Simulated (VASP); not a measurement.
EuS, 2 atoms in the cell. It takes space group Fm-3m (No. 225, cubic). The conventional cell has a = 5.917 Å, b = 5.917 Å, c = 5.917 Å, α = 90.00°, β = 90.00°, γ = 90.00°. Eu (site symmetry m-3m) has 6 S at 2.96 Å within 3.9 Å. S (site symmetry m-3m) has 6 Eu at 2.96 Å within 3.9 Å. 

| Property | Result |
| --- | --- |
| Program | VASP 6.6.1 |
| Task | electric field gradients |
| Functional | PBE |
| Potentials or basis | VASP PAW PBE potentials, release 64 (Eu, S) |
| Cutoff | 520 eV |
| k mesh | 10 × 10 × 10 |
| Occupations | fermi-dirac, width 0.05 eV |
| Spin | collinear spin, ferromagnetic start |
| Starting moments | [7.0, 0.0] μB |
| Dipole correction | no |
| Further INCAR settings | ALGO = Normal; EDIFF = 1e-08; NBANDS = 22 |

Potentials or basis: VASP PAW PBE potentials, release 64 (Eu, S).

Launch:

```sh
$ cat potpaw_PBE.64/Eu/POTCAR potpaw_PBE.64/S/POTCAR > POTCAR
$ mpirun -np 1 vasp_std > vasp.out
```

Hardware: 1 thread of Oxide Virtual Turin-like Processor (shared host).

Question: How long does it take, and how much memory?

Answer: Run time: 2.6 min on 1 thread of Oxide Virtual Turin-like Processor, on a shared host, peak memory 0.23 GiB. Counts: scf iterations 22, k points 47.
